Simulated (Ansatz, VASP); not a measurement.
# One calculation of ZnO, two programs

The input INCAR:

```
ALGO     = Normal         # electronic algorithm
EDIFF    = 1E-7           # SCF threshold, eV
ENCUT    = 520            # plane-wave cutoff, eV
ISIF     = 2              # what is computed and relaxed
ISMEAR   = -1             # smearing method
LASPH    = T              # aspherical terms in the spheres
LCHARG   = F              # write CHGCAR
LREAL    = F              # projectors in reciprocal space
LWAVE    = F              # write WAVECAR
NBANDS   = 26             # bands
NELM     = 80             # most SCF steps
PREC     = Accurate       # precision mode
SIGMA    = 0.01           # smearing width, eV
```

The input KPOINTS:

```
k-points
0
Gamma
  8 8 5
```

The input POSCAR:

```
ZnO
1.0
    3.2921588739      0.0000000000      0.0000000000
   -1.6460794369      2.8510932180      0.0000000000
    0.0000000000      0.0000000000      5.2722789056
Zn O
2 2
Direct
    0.3333333333      0.6666666667      0.0000000000
    0.6666666667      0.3333333333      0.5000000000
    0.3333333333      0.6666666667      0.3821000000
    0.6666666667      0.3333333333      0.8821000000
```

Input for Ansatz:

```yaml
crystal:
  lattice:
    - [3.2921588739, 0.0, 0.0]
    - [-1.6460794369, 2.851093218, 0.0]
    - [0.0, 0.0, 5.2722789056]
  atoms:
    - { symbol: Zn, position: [0.3333333333, 0.6666666667, 0.0] }
    - { symbol: Zn, position: [0.6666666667, 0.3333333333, 0.5] }
    - { symbol: O, position: [0.3333333333, 0.6666666667, 0.3821] }
    - { symbol: O, position: [0.6666666667, 0.3333333333, 0.8821] }
kpoints:
  mp_grid: { grid: [8, 8, 5] }
  band_path:
    path:
      - [0.0, 0.0, 0.0]
      - [0.5, 0.0, 0.0]
      - [0.3333333333, 0.3333333333, 0.0]
      - [0.0, 0.0, 0.0]
      - [0.0, 0.0, 0.5]
      - [0.5, 0.0, 0.5]
      - [0.3333333333, 0.3333333333, 0.5]
      - [0.0, 0.0, 0.5]
      - [0.5, 0.0, 0.5]
    npoints: 5
scf:
  occupations: { method: fermi_dirac, width: 0.01 }
hamiltonian:
  xc: lda
  pseudopotentials: { kind: all_electron, lapw: { basis_error: 0.0005 } }
output:
  forces: true
  stress: true
  eigenvalues: true
```

Change from the starting cell: volume scaled by 1.04.

Alike in both runs: task single point; functional LDA; k mesh 8 × 8 × 5; occupations fermi-dirac, width 0.01 eV; no spin polarisation.

```csv
,VASP,Ansatz
version,VASP 6.6.1,Ansatz 0.2.0
potentials or method,"VASP PAW LDA potentials, release 64 (Zn, O), cutoff 520 eV","all-electron LAPW, scalar-relativistic"
```

Ansatz gave:

```
gap on the k mesh at the Fermi level (eV)                     : 0.68
pressure (GPa)                                                : -11.7
traceless stress, the component that is largest in VASP (GPa) : 0.50
rms of the force components (eV/Å)                            : 0.023
```

Problem. What did VASP give for the same quantities?

Solution. gap on the k mesh at the Fermi level (eV): 0.68; pressure (GPa): -10.8; traceless stress, the component that is largest in VASP (GPa): 0.50; rms of the force components (eV/Å): 0.023.

LDA's correlation is that of Perdew and Zunger in VASP and of Perdew and Wang (1992) in Ansatz. Atom by atom the forces differ by 0.000 eV/Å (rms over components). Ansatz ran all-electron here, and VASP with PAW potentials.
